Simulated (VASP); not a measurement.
# PbSe: single point with r2SCAN

PbSe:

```
Pb Se
1.0
     0.00000    3.03320    3.03320
     3.03320    0.00000    3.03320
     3.03320    3.03320    0.00000
Pb Se
1 1
Direct
  0.00000 0.00000 0.00000
  0.50000 0.50000 0.50000
```

```yaml
Program: VASP 6.6.1
Task: single point
Functional: r2SCAN
Potentials_or_basis: VASP PAW PBE potentials, release 64 (Pb_d, Se)
Cutoff: 520 eV
k_mesh: 6 × 6 × 6
Occupations: gaussian, width 0.01 eV
Spin: no spin polarisation
```

```yaml
Pressure: 3.2 GPa
Band_gap_on_the_k_mesh: 0.48 eV
```

Levels at points of the mesh, in eV from the valence-band top:
```
           k point  band 6  band 7  band 8  band 9  band 10  band 11  band 12  band 13  band 14  band 15
(0.00, 0.00, 0.00)  -14.43   -6.34   -2.20   -2.20    -2.20     5.07     5.07     5.07     6.86     6.86
(0.50, 0.00, 0.00)  -13.26   -9.27   -1.76   -1.76     0.00     0.48     1.82     1.82     9.09    10.63
(0.50, 0.50, 0.00)  -12.82   -7.63   -5.43   -3.61    -3.61     3.87     6.07     6.07     6.57    11.85
```

Wall time 74 s on 1 thread of Intel Xeon 8259CL, with other jobs on the host, peak memory 0.19 GiB.

Caveat: the cell stands under pressure; the PAW data sets were made with another functional, which shifts forces and pressure a little; spin-orbit coupling is left out, which moves the levels of the heavy elements. A k mesh can miss the band edges.
